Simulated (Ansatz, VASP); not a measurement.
One calculation of Mg5O, two programs

```
CELL_PARAMETERS angstrom
4.93201 0.00000 0.00000
-2.46600 4.27124 0.00000
0.00000 0.00000 5.75055
ATOMIC_POSITIONS crystal
Mg 0.33333 0.66667 0.75297
Mg 0.33333 0.66667 0.24703
Mg 0.66667 0.33333 0.24703
Mg 0.66667 0.33333 0.75297
Mg 0.00000 0.00000 0.50000
O 0.00000 0.00000 0.00000
```

Alike in both runs: functional PBE; k mesh 4 × 4 × 3; occupations gaussian, width 0.2 eV; no spin polarisation.

Ansatz relaxed the structure, and its values are those at the end. VASP's run is a single point on that final structure, the one shown.

|  | VASP | Ansatz |
| --- | --- | --- |
| version | VASP 6.6.1 | Ansatz 0.2.0 |
| potentials or method | VASP PAW PBE potentials, release 64 (Mg, O), cutoff 600 eV | scalar-relativistic, plane waves, PAW |
| valence electrons in the cell | 16 | 56 |

```csv
,VASP,Ansatz,Ansatz less VASP
gap on the k mesh at the Fermi level (eV),none,none,-
pressure (GPa),0.3,0.4,+0.14
rms of the force components (eV/Å),0.006,0.008,+0.0024
```

A gap of «none» marks a metal or a gap that the smearing closes. VASP's potentials hold 16 valence electrons a cell and Ansatz's 56, so a difference there can come from the potentials and not from the codes.

The k mesh is coarse, so the values compare programs but aren't converged.
